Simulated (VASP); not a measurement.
Ge, 2 atoms in the cell. The cell holds a slab with vacuum, 2 atoms: a = 3.771 Å, b = 3.771 Å, c = 28.000 Å, α = 90.00°, β = 90.00°, γ = 120.00°. 

```yaml
Program: VASP 6.6.1
Task: single point
Functional: PBE
Dispersion: D3(BJ)
Potentials_or_basis: VASP PAW PBE potentials, release 64 (Ge_d)
Cutoff: 520 eV
k_mesh: 12 × 12 × 1
Occupations: gaussian, width 0.1 eV
Spin: no spin polarisation
Dipole_correction: yes
Further_INCAR_settings: ALGO = Normal; EDIFF = 1e-06; NBANDS = 21
```

Potentials or basis: VASP PAW PBE potentials, release 64 (Ge_d).

The run is started by

```sh
$ cat potpaw_PBE.64/Ge_d/POTCAR > POTCAR
$ mpirun -np 1 vasp_std > vasp.out
```

Hardware: 1 thread of Intel(R) Xeon(R) 6975P-C (Granite Rapids), on a shared host.

Estimate the wall time of this run.

It took 2.1 min on 1 thread of Intel(R) Xeon(R) 6975P-C (Granite Rapids), with other jobs on the host, peak memory 0.45 GiB. Counts: scf iterations 20, k points 19.
